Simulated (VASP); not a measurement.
A run of VASP 6.6.1 is set up as follows.

INCAR

```
  PREC = Accurate
  ENCUT = 600
  EDIFF = 1E-6
  ISMEAR = 0
  SIGMA = 0.1
  LREAL = False
  LASPH = True
  NELM = 100
  ALGO = Normal
  ISIF = 3
  LWAVE = False
  LCHARG = False
  GGA = PE
  IBRION = 2
  NSW = 100
  EDIFFG = -0.01
```

KPOINTS

```
Automatic mesh
0
Gamma
  8 8 8
```

POSCAR

```
Ba4AlAs
1.0
    0.0000000000      4.9099221901      4.9099221901
    4.9099221901      0.0000000000      4.9099221901
    4.9099221901      4.9099221901      0.0000000000
Ba Al As
4 1 1
Direct
    0.6235218821      0.6235218821      0.6235218821
    0.6235218821      0.6235218821      0.1294343537
    0.6235218821      0.1294343537      0.6235218821
    0.1294343537      0.6235218821      0.6235218821
    0.0000000000      0.0000000000      0.0000000000
    0.2500000000      0.2500000000      0.2500000000
```

Potentials or basis: VASP PAW PBE potentials, release 64 (Ba_sv, Al, As).

The run is started by

```bash
$ cat potpaw_PBE.64/Ba_sv/POTCAR potpaw_PBE.64/Al/POTCAR potpaw_PBE.64/As/POTCAR > POTCAR
$ mpirun -np 1 vasp_std > vasp.out
```

Q: What does it give for the relaxed cell?

A: a = 7.060 Å, b = 7.060 Å, c = 7.060 Å, α = 60.00°, β = 60.00°, γ = 60.00°.

Q: Estimate the space group after relaxing (to 0.05 Å).

A: F-43m (No. 216).

Q: Estimate the band gap on the k mesh.

A: Zero (band 24 reaches 2.69 eV, above the bottom of band 25 at 2.14 eV).

Q: Estimate the relaxed volume.

A: 41.46 Å³/atom.

Step by step:
| step | energy change (eV) | largest force (eV/Å) | pressure (GPa) | volume (Å³) |
| --- | --- | --- | --- | --- |
| 1 | 0.0000 | 0.0918 | 0.79 | 236.73 |
| 2 | -0.0240 | 0.0363 | 0.31 | 243.46 |
| 3 | -0.0291 | 0.0022 | -0.01 | 248.78 |

Caveat: spin-orbit coupling is left out, which moves the levels of the heavy elements.
